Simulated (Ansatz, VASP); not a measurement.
MgO: VASP beside Ansatz

```
Mg O
1.0
     3.36580    0.00000    0.00000
    -1.68290    2.91487    0.00000
     0.00000    0.00000   10.78720
Mg O
4 4
Cartesian
  0.0000 1.9432 10.4581
  0.0000 0.0000 2.3820
  0.0000 0.0000 7.7756
  1.6829 0.9716 5.0645
  0.0000 1.9432 8.4145
  0.0000 0.0000 5.7134
  0.0000 0.0000 0.3198
  1.6829 0.9716 3.0209
```

Alike in both runs: task single point; functional PBE; k mesh 9 × 9 × 4; occupations gaussian, width 0.05 eV; no spin polarisation.

|  | VASP | Ansatz |
| --- | --- | --- |
| version | VASP 6.6.1 | Ansatz 0.2.0 |
| potentials or method | VASP PAW PBE potentials, release 64 (Mg, O), cutoff 520 eV | scalar-relativistic, plane waves, PAW |
| valence electrons in the cell | 32 | 64 |

```csv
,VASP,Ansatz,Ansatz less VASP
gap on the k mesh at the Fermi level (eV),3.04,3.06,+0.020
least direct gap on the mesh (eV),3.04,3.06,+0.020
pressure (GPa),-8.0,-7.5,+0.44
"traceless stress, the component that is largest in VASP (GPa)",0.23,0.22,-0.015
rms of the force components (eV/Å),0.012,0.011,-0.0003
```

Atom by atom the forces differ by 0.001 eV/Å (rms over components). VASP's potentials hold 32 valence electrons a cell and Ansatz's 64, so a difference there can come from the potentials and not from the codes.
